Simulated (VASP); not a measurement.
CaSe, 2 atoms in the cell. It takes space group Fm-3m (No. 225, cubic). Conventional cell: a = 5.912 Å, b = 5.912 Å, c = 5.912 Å, α = 90.00°, β = 90.00°, γ = 90.00°. Ca (site symmetry m-3m) has 6 Se at 2.96 Å within 3.9 Å. Within 3.9 Å of Se (site symmetry m-3m) lie 6 Ca at 2.96 Å. 

```yaml
Program: VASP 6.6.1
Task: single point
Functional: PBE
Potentials_or_basis: VASP PAW PBE potentials, release 64 (Ca_sv, Se)
Cutoff: 520 eV
k_mesh: 6 × 6 × 6
Occupations: gaussian, width 0.01 eV
Spin: no spin polarisation
Dipole_correction: no
Further_INCAR_settings: ALGO = Normal; EDIFF = 1e-06; NBANDS = 15
```

Potentials or basis: VASP PAW PBE potentials, release 64 (Ca_sv, Se).

Run with:

```sh
$ cat potpaw_PBE.64/Ca_sv/POTCAR potpaw_PBE.64/Se/POTCAR > POTCAR
$ mpirun -np 1 vasp_std > vasp.out
```

Hardware: 1 thread of Intel Xeon 8259CL, with other jobs on the host.

Q: How long does it take, and how much memory?

A: Wall time 17 s on 1 thread of Intel Xeon 8259CL, on a shared host, peak memory 0.17 GiB. Counts: scf iterations 12, k points 16.
